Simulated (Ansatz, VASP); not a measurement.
**MgO in VASP and in Ansatz**

INCAR

```
SYSTEM = MgO
  PREC = Accurate
  ENCUT = 520
  EDIFF = 1E-7
  ISMEAR = 0
  SIGMA = 0.05
  LREAL = .False.
  LASPH = .True.
  NELM = 80
  ALGO = Normal
  ISIF = 2
  LWAVE = .False.
  LCHARG = .False.
  GGA = PE
  NBANDS = 11
```

File KPOINTS:

```
regular mesh
0
Gamma
  10 10 10
  0 0 0
```

Contents of POSCAR:

```
MgO
1.0
    0.0000000000      2.1269229054      2.1588267490
    2.1269229054      0.0000000000      2.1588267490
    2.1269229054      2.1269229054      0.0000000000
Mg O
1 1
Direct
    0.0000000000      0.0000000000      0.0000000000
    0.5000000000      0.5000000000      0.5000000000
```

Input for Ansatz:

```yaml
crystal:
  lattice:
    - [0.0, 2.1269229054, 2.158826749]
    - [2.1269229054, 0.0, 2.158826749]
    - [2.1269229054, 2.1269229054, 0.0]
  atoms:
    - { symbol: Mg, position: [0.0, 0.0, 0.0] }
    - { symbol: O, position: [0.5, 0.5, 0.5] }
basis:
  ecutwfc: 420
kpoints:
  mp_grid: { grid: [10, 10, 10] }
hamiltonian:
  xc: pbe
scf:
  occupations: { method: gaussian, width: 0.05 }
output:
  forces: true
  stress: true
  eigenvalues: true
```

Change from the starting cell: strain +0.0150 x Voigt [0, 0, 1, 0, 0, 0], atoms carried along.

Alike in both runs: task single point; functional PBE; k mesh 10 × 10 × 10; occupations gaussian, width 0.05 eV; no spin polarisation.

|  | VASP | Ansatz |
| --- | --- | --- |
| version | VASP 6.6.1 | Ansatz 0.2.0 |
| potentials or method | VASP PAW PBE potentials, release 64 (Mg, O), cutoff 520 eV | scalar-relativistic, plane waves, PAW |
| valence electrons in the cell | 8 | 16 |

```tsv
	VASP	Ansatz	Ansatz less VASP
gap on the k mesh at the Fermi level (eV)	4.28	4.30	+0.019
least direct gap on the mesh (eV)	4.28	4.30	+0.019
pressure (GPa)	-2.8	-2.1	+0.75
traceless stress, the component that is largest in VASP (GPa)	-1.56	-1.56	+0.007
```

VASP's potentials hold 8 valence electrons a cell and Ansatz's 16, so a difference there can come from the potentials and not from the codes.
